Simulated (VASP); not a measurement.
Here is a VASP 6.6.1 calculation.

File INCAR:

```
SYSTEM = ZrB
PREC     = Accurate       ! precision mode
ENCUT    = 520            ! plane-wave cutoff, eV
EDIFF    = 1E-6           ! SCF threshold, eV
ISMEAR   = -1             ! smearing method
SIGMA    = 0.05           ! smearing width, eV
LREAL    = .False.        ! projectors in reciprocal space
LASPH    = .True.         ! aspherical terms in the spheres
NELM     = 80             ! most SCF steps
ALGO     = Normal         ! electronic algorithm
ISIF     = 2              ! what is computed and relaxed
LWAVE    = .False.        ! write WAVECAR
LCHARG   = .False.        ! write CHGCAR
GGA      = PE             ! functional
IVDW     = 13             ! dispersion correction
NBANDS   = 14             ! bands
```

File KPOINTS:

```
Automatic mesh
0
Gamma
  10 10 10
  0 0 0
```

Contents of POSCAR:

```
ZrB
1.0
    0.0000000000      2.4350203888      2.4350203888
    2.4350203888      0.0000000000      2.4350203888
    2.4350203888      2.4350203888      0.0000000000
Zr B
1 1
Direct
    0.0000000000      0.0000000000      0.0000000000
    0.5000000000      0.5000000000      0.5000000000
```

Potentials or basis: VASP PAW PBE potentials, release 64 (Zr_sv, B).

Command:

```console
$ cat potpaw_PBE.64/Zr_sv/POTCAR potpaw_PBE.64/B/POTCAR > POTCAR
$ mpirun -np 1 vasp_std > vasp.out
```

Question: What does it give for the dispersion energy per atom?

Answer: -0.273 eV.

Question: Predict the pressure.

Answer: 0.1 GPa.

Caveat: pairwise dispersion overbinds metals, which lowers pressure and volume.
